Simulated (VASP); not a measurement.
A run of VASP 6.6.1 is set up as follows.

The input INCAR:

```
PREC = Accurate ; ENCUT = 520
EDIFF = 1E-6 ; ISMEAR = 0
SIGMA = 0.1 ; LREAL = False
LASPH = True ; NELM = 100
ALGO = Normal ; ISIF = 2
LWAVE = False ; LCHARG = False
LDIPOL = True ; IDIPOL = 3
DIPOL = 0.5 0.5 0.363 ; GGA = PE
NBANDS = 32
```

The input KPOINTS:

```
Automatic mesh
0
Gamma
  10 10 1
```

POSCAR

```
W3S
1.0
    2.7571643582      0.0000000000      0.0000000000
   -0.9190547861      2.5994794860      0.0000000000
    0.0000000000      0.0000000000     19.8562161274
W S
3 1
Direct
    0.5000000000      0.5000000000      0.2014482505
    0.0000000000      0.0000000000      0.3111437109
    0.5000000000      0.5000000000      0.4208362799
    0.5000000000      1.0000000000      0.5174921168
```

Potentials or basis: VASP PAW PBE potentials, release 64 (W_sv, S).

Command:

```sh
$ cat potpaw_PBE.64/W_sv/POTCAR potpaw_PBE.64/S/POTCAR > POTCAR
$ mpirun -np 1 vasp_std > vasp.out
```

Problem. What does it give for the band gap on the k mesh?

Solution. Zero (bands 24 and 25 overlap by 1.83 eV).

Problem. What does it give for the largest force?

Solution. 0.752 eV/Å.

Forces on the atoms (eV/Å):
```
W    0.000  0.000 -0.020
W    0.000  0.000 -0.718
W    0.000  0.000  0.752
S    0.000  0.000 -0.015
```

Caveat: spin-orbit coupling is left out, which moves the levels of the heavy elements.
